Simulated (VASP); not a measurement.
La:

```
La
1.0
     3.77000    0.00000    0.00000
    -1.88500    3.26492    0.00000
     0.00000    0.00000   12.15900
La
4
Direct
  0.66667 0.33333 0.25000
  0.33333 0.66667 0.75000
  0.00000 0.00000 0.50000
  0.00000 0.00000 0.00000
```

Base run:

- Program: VASP 6.6.1
- Functional: PBE
- Potentials or basis: VASP PAW PBE potentials, release 64 (La)
- Cutoff: 520 eV
- k mesh: 8 × 8 × 3
- Occupations: fermi-dirac, width 0.05 eV
- Spin: no spin polarisation

Its results: band gap on the k mesh zero (bands 22 and 23 overlap by 1.20 eV); pressure -0.2 GPa.

Problem. The run is repeated on the same cell with these changes: functional from PBE to PBEsol; k mesh from 8 × 8 × 3 to 7 × 7 × 2. What comes out?

Solution. Band gap on the k mesh zero (bands 22 and 23 overlap by 0.93 eV); pressure -2.4 GPa.

Several settings changed at once.

Caveats: spin-orbit coupling is left out, which moves the levels of the heavy elements; the PAW data sets were made with another functional, which shifts forces and pressure a little (at least some runs).
